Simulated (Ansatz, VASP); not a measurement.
# Ca in VASP and in Ansatz

```
Ca
1.0
    -2.10453    2.10453    2.10453
     2.10453   -2.10453    2.10453
     2.10453    2.10453   -2.10453
Ca
1
Direct
  0.00000 0.00000 0.00000
```

Alike in both runs: task single point; functional BLYP; k mesh 11 × 11 × 11; occupations fermi-dirac, width 0.1 eV; no spin polarisation.

|  | VASP | Ansatz |
| --- | --- | --- |
| version | VASP 6.6.1 | Ansatz 0.2.0 |
| potentials or method | VASP PAW PBE potentials, release 64 (Ca_sv), cutoff 520 eV | plane waves (420 eV) with PAW, scalar-relativistic |
| valence electrons in the cell | 10 | 10 |

```csv
,VASP,Ansatz,Ansatz less VASP
pressure (GPa),2.5,2.5,-0.02
```

VASP's potentials were made for PBE, not for BLYP.
